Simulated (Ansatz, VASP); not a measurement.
CaGaF3: VASP beside Ansatz

```
Ca Ga F
1.0
     5.86509    0.00000    0.00000
     0.00000    5.86509    0.00000
     0.00000    0.00000    4.73178
Ca Ga F
2 2 6
Direct
  0.00000 0.00000 0.50000
  0.50000 0.50000 0.50000
  0.50000 0.00000 0.90348
  0.00000 0.50000 0.09652
  0.75000 0.75000 0.00000
  0.75000 0.25000 0.00000
  0.50000 0.00000 0.32907
  0.25000 0.25000 0.00000
  0.25000 0.75000 0.00000
  0.00000 0.50000 0.67093
```

Alike in both runs: task relaxation of cell and atoms; functional PBE; k mesh 6 × 6 × 6; occupations gaussian, width 0.02 eV; no spin polarisation.

|  | VASP | Ansatz |
| --- | --- | --- |
| version | VASP 6.6.1 | Ansatz 0.2.0 |
| potentials or method | VASP PAW PBE potentials, release 64 (Ca_sv, Ga_d, F), cutoff 600 eV | scalar-relativistic, plane waves, PAW |
| valence electrons in the cell | 88 | 88 |

Ansatz gave:

```
gap on the k mesh at the Fermi level, each at its own relaxed structure (eV) : 0.77
relaxed volume (Å³/atom)                                                     : 16.23
relaxed cell length with the largest relative difference (Å)                 : 4.761
```

**Question.** Which values does VASP return?

**Answer.** gap on the k mesh at the Fermi level, each at its own relaxed structure (eV): 0.78; relaxed volume (Å³/atom): 16.19; relaxed cell length with the largest relative difference (Å): 4.740.
